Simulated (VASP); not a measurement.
Input of a VASP 6.6.1 run:

The input POSCAR:

```
CaO
1.0
    0.0000000000      2.3486067984      2.3486067984
    2.3486067984      0.0000000000      2.3486067984
    2.3486067984      2.3486067984      0.0000000000
Ca O
1 1
Direct
    0.0000000000      0.0000000000      0.0000000000
    0.5000000000      0.5000000000      0.5000000000
```

Contents of INCAR.step1:

```
PREC     = Accurate       # precision mode
ENCUT    = 520            # plane-wave cutoff, eV
ISMEAR   = 0              # smearing method
SIGMA    = 0.01           # smearing width, eV
LREAL    = False          # projectors in reciprocal space
LASPH    = True           # aspherical terms in the spheres
NELM     = 60             # most SCF steps
NBANDS   = 15             # bands
GGA      = PE             # functional
ALGO     = Normal         # electronic algorithm
EDIFF    = 1E-4           # SCF threshold, eV
LWAVE    = True           # write WAVECAR
LCHARG   = False          # write CHGCAR
```

The input INCAR.step2:

```
PREC     = Accurate       # precision mode
ENCUT    = 520            # plane-wave cutoff, eV
EDIFF    = 1E-6           # SCF threshold, eV
ISMEAR   = 0              # smearing method
SIGMA    = 0.01           # smearing width, eV
LREAL    = False          # projectors in reciprocal space
LASPH    = True           # aspherical terms in the spheres
NELM     = 60             # most SCF steps
ALGO     = Normal         # electronic algorithm
ISIF     = 2              # what is computed and relaxed
LWAVE    = False          # write WAVECAR
LCHARG   = False          # write CHGCAR
METAGGA  = R2SCAN         # meta-GGA
LMIXTAU  = True         
NBANDS   = 15             # bands
ISTART   = 1
```

The input KPOINTS:

```
Automatic mesh
0
Gamma
  8 8 8
```

Potentials or basis: VASP PAW PBE potentials, release 64 (Ca_sv, O).

Run with:

```sh
$ cat potpaw_PBE.64/Ca_sv/POTCAR potpaw_PBE.64/O/POTCAR > POTCAR
$ cp INCAR.step1 INCAR
$ mpirun -np 1 vasp_std > vasp.out
$ cp INCAR.step2 INCAR
$ mpirun -np 1 vasp_std > vasp.out
```

**Question.** Predict the band gap on the k mesh.

**Answer.** 4.16 eV, indirect (least direct gap 4.51 eV).

**Question.** Predict the pressure.

**Answer.** 9.7 GPa.

Caveat: the PAW data sets were made with another functional, which shifts forces and pressure a little. A k mesh can miss the band edges.
